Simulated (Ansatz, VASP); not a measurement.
Ge in VASP and in Ansatz

```
Ge
1.0
     1.39715   -2.60052    0.00000
     1.39715    2.60052    0.00000
     0.00000    0.00000    2.69823
Ge
1
Cartesian
  1.3971 0.0000 0.0000
```

Alike in both runs: task single point; functional r2SCAN; k mesh 12 × 12 × 11; no spin polarisation.

```csv
,VASP,Ansatz
version,VASP 6.6.1,Ansatz 0.2.0
potentials or method,"VASP PAW PBE potentials, release 64 (Ge_d), cutoff 520 eV","plane waves, PAW"
occupations,"methfessel-paxton of order 1, width 0.15 eV","cold, width 0.15 eV"
valence electrons in the cell,14,14
```

Ansatz gave:

- pressure (GPa): -3.2
- traceless stress, the component that is largest in VASP (GPa): -2.47

Problem. What did VASP give for the same quantities?

Solution. Pressure (GPa): -3.3; traceless stress, the component that is largest in VASP (GPa): -2.51.

VASP's potentials were made for PBE, not for r2SCAN.
